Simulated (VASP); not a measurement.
Write the native input for VASP 6.6.1 that does the following.

```yaml
Task: single point
Functional: PBEsol
Potentials_or_basis: VASP PAW PBE potentials, release 64 (Na_pv, F)
Cutoff: 520 eV
k_mesh: 10 × 10 × 10
Occupations: gaussian, width 0.05 eV
Spin: no spin polarisation
Dipole_correction: no
Further_INCAR_settings: ALGO = Normal; EDIFF = 1e-06; NBANDS = 14
```

The structure of NaF lies in POSCAR:

```
NaF
1.0
    0.0000000000      2.3233000000      2.3233000000
    2.3233000000      0.0000000000      2.3233000000
    2.3233000000      2.3233000000      0.0000000000
Na F
1 1
Direct
    0.0000000000      0.0000000000      0.0000000000
    0.5000000000      0.5000000000      0.5000000000
```

These files were run (other wordings do the same):

INCAR

```
ALGO = Normal
EDIFF = 1E-6
ENCUT = 520
GGA = PS
ISIF = 2
ISMEAR = 0
LASPH = T
LCHARG = T
LELF = T
LREAL = F
LVHAR = T
LWAVE = F
NBANDS = 14
NELM = 80
PREC = Accurate
SIGMA = 0.05
```

KPOINTS

```
k-points
0
Gamma
  10 10 10
```

Potentials or basis: VASP PAW PBE potentials, release 64 (Na_pv, F).

The run is started by

```sh
$ cat potpaw_PBE.64/Na_pv/POTCAR potpaw_PBE.64/F/POTCAR > POTCAR
$ mpirun -np 1 vasp_std > vasp.out
```

Results of the run:

The pressure is -0.6 GPa and the band gap on the k mesh is 6.12 eV, direct.

Caveat: the PAW data sets were made with another functional, which shifts forces and pressure a little.

Wall time 7 s on 1 thread of Intel(R) Xeon(R) Platinum 8488C (Sapphire Rapids) (shared host), peak memory 0.14 GiB.
